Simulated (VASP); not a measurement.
Set up this calculation in VASP 6.6.1, as the native input.

| Quantity | Value |
| --- | --- |
| Task | relaxation of cell and atoms |
| Functional | PBE |
| Potentials or basis | VASP PAW PBE potentials, release 64 (Li_sv, C) |
| Cutoff | 600 eV |
| k mesh | 18 × 18 × 12 |
| Occupations | gaussian, width 0.1 eV |
| Spin | no spin polarisation |
| Dipole correction | no |
| Further INCAR settings | ALGO = Normal; EDIFF = 1e-06; IBRION = 2; EDIFFG = -0.01; NSW = 100; ISIF = 3 |

The structure of LiC2 lies in POSCAR:

```
LiC2
1.0
    3.1263360380      0.0000000000      0.0000000000
   -1.5631680190      2.7074864297      0.0000000000
    0.0000000000      0.0000000000      4.2477533885
Li C
1 2
Direct
    0.0000000000      0.0000000000      0.0000000000
    0.6666666667      0.3333333333      0.6502544081
    0.6666666667      0.3333333333      0.3497455919
```

The cell was built from a structure type or drawn by symmetry, and may not be a known phase.

One way to write it, as run:

INCAR

```
SYSTEM = LiC2
PREC = Accurate
ENCUT = 600
EDIFF = 1E-6
ISMEAR = 0
SIGMA = 0.1
LREAL = .FALSE.
LASPH = .TRUE.
NELM = 60
ALGO = Normal
ISIF = 3
LWAVE = .FALSE.
LCHARG = .FALSE.
GGA = PE
IBRION = 2
NSW = 100
EDIFFG = -0.01
```

KPOINTS

```
Automatic mesh
0
G
  18 18 12
  0 0 0
```

Potentials or basis: VASP PAW PBE potentials, release 64 (Li_sv, C).

Run with:

```bash
$ cat potpaw_PBE.64/Li_sv/POTCAR potpaw_PBE.64/C/POTCAR > POTCAR
$ mpirun -np 1 vasp_std > vasp.out
```

It gave:

| Quantity | Value |
| --- | --- |
| Relaxed volume | 10.44 Å³/atom |
| Relaxed cell | a = 3.697 Å, b = 3.697 Å, c = 2.645 Å, α = 90.00°, β = 90.00°, γ = 120.00° |
| Space group after relaxing (to 0.1 Å) | P-6m2 (No. 187) |
| Pressure after relaxing | 0.0 GPa |
| Largest force after relaxing | 0.006 eV/Å |
| Band gap on the k mesh | zero (an odd number of electrons rules out a gap without spin polarisation) |

Caveat: the cutoff is under 1.25 times the usual one of these potentials, so pressure, stress and relaxed cells hold a basis-set (Pulay) error; a cell axis changed by over 15 % at a fixed basis, so the end point is rough.

Run time: 41 min on 1 thread of Intel(R) Xeon(R) Platinum 8259CL CPU @ 2.50GHz (Skylake/Cascade Lake), on a shared host, peak memory 0.29 GiB.
